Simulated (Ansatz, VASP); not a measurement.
## Ru8N in VASP and in Ansatz

File INCAR:

```
SYSTEM = Ru8N
  ALGO = Normal
  DIPOL = 0.5 0.5 0.317
  EDIFF = 1E-6
  ENCUT = 520
  GGA = PE
  GGA_COMPAT = .FALSE.
  IDIPOL = 3
  ISIF = 2
  ISMEAR = 0
  IVDW = 12
  LASPH = .TRUE.
  LCHARG = .FALSE.
  LDIPOL = .TRUE.
  LREAL = .FALSE.
  LWAVE = .FALSE.
  NBANDS = 132
  NELM = 120
  NELMDL = -8
  PREC = Accurate
  SIGMA = 0.1
```

The input KPOINTS:

```
k-points
0
G
  6 6 1
  0 0 0
```

POSCAR

```
Ru8N
1.0
    5.3951895594      0.0000000000      0.0000000000
   -2.6975947797      4.6723712167      0.0000000000
    0.0000000000      0.0000000000     25.0383144398
Ru N
16 2
Direct
    0.3333333333      0.1666666667      0.1597551628
    0.3333333333      0.6666666667      0.1597551628
    0.8333333333      0.1666666667      0.1597551628
    0.8333333333      0.6666666667      0.1597551628
    0.1666666667      0.3333333333      0.2449409688
    0.1666666667      0.8333333333      0.2449409688
    0.6666666667      0.3333333333      0.2449409688
    0.6666666667      0.8333333333      0.2449409688
    0.3333333333      0.1666666667      0.3299719610
    0.3333333333      0.6666666667      0.3299719610
    0.8333333333      0.1666666667      0.3299719610
    0.8333333333      0.6666666667      0.3299719610
    0.1666666667      0.3333333333      0.4128997766
    0.1666666667      0.8333333333      0.4128997766
    0.6666666667      0.3333333333      0.4128997766
    0.6666666667      0.8333333333      0.4128997766
    0.5000000000      0.5000000000      0.5327161488
    0.5000000000      0.5000000000      0.5766488185
```

Input for Ansatz:

```yaml
crystal:
  lattice:
    - [5.3951895594, 0.0, 0.0]
    - [-2.6975947797, 4.6723712167, 0.0]
    - [0.0, 0.0, 25.0383144398]
  atoms:
    - { symbol: Ru, position: [0.3333333333, 0.1666666667, 0.1597551628] }
    - { symbol: Ru, position: [0.3333333333, 0.6666666667, 0.1597551628] }
    - { symbol: Ru, position: [0.8333333333, 0.1666666667, 0.1597551628] }
    - { symbol: Ru, position: [0.8333333333, 0.6666666667, 0.1597551628] }
    - { symbol: Ru, position: [0.1666666667, 0.3333333333, 0.2449409688] }
    - { symbol: Ru, position: [0.1666666667, 0.8333333333, 0.2449409688] }
    - { symbol: Ru, position: [0.6666666667, 0.3333333333, 0.2449409688] }
    - { symbol: Ru, position: [0.6666666667, 0.8333333333, 0.2449409688] }
    - { symbol: Ru, position: [0.3333333333, 0.1666666667, 0.329971961] }
    - { symbol: Ru, position: [0.3333333333, 0.6666666667, 0.329971961] }
    - { symbol: Ru, position: [0.8333333333, 0.1666666667, 0.329971961] }
    - { symbol: Ru, position: [0.8333333333, 0.6666666667, 0.329971961] }
    - { symbol: Ru, position: [0.1666666667, 0.3333333333, 0.4128997766] }
    - { symbol: Ru, position: [0.1666666667, 0.8333333333, 0.4128997766] }
    - { symbol: Ru, position: [0.6666666667, 0.3333333333, 0.4128997766] }
    - { symbol: Ru, position: [0.6666666667, 0.8333333333, 0.4128997766] }
    - { symbol: "N", position: [0.5, 0.5, 0.5327161488] }
    - { symbol: "N", position: [0.5, 0.5, 0.5766488185] }
basis:
  ecutwfc: 420
kpoints:
  mp_grid: { grid: [6, 6, 1] }
hamiltonian:
  xc: pbe
  dispersion: d3bj
scf:
  occupations: { method: gaussian, width: 0.1 }
output:
  forces: true
  eigenvalues: true
efield:
  axis: 3
  dipole_correction: true
  ramp_width: 0.04
```

Alike in both runs: task single point; functional PBE; dispersion D3(BJ); k mesh 6 × 6 × 1; occupations gaussian, width 0.1 eV; no spin polarisation.

|  | VASP | Ansatz |
| --- | --- | --- |
| version | VASP 6.6.1 | Ansatz 0.2.0 |
| potentials or method | VASP PAW PBE potentials, release 64 (Ru_pv, N), cutoff 520 eV | scalar-relativistic, plane waves, PAW |
| valence electrons in the cell | 234 | 266 |

```tsv
	VASP	Ansatz	Ansatz less VASP
gap on the k mesh at the Fermi level (eV)	none	none	-
rms of the force components (eV/Å)	0.473	0.222	-0.2510
```

Atom by atom the forces differ by 0.345 eV/Å (rms over components). A gap of «none» marks a metal or a gap that the smearing closes. One of these differences is far larger than is usual between the two programs; its cause wasn't traced. VASP's potentials hold 234 valence electrons a cell and Ansatz's 266, so a difference there can come from the potentials and not from the codes.

Noted on VASP's run: the standard files for N, O and F lose accuracy on very short bonds.
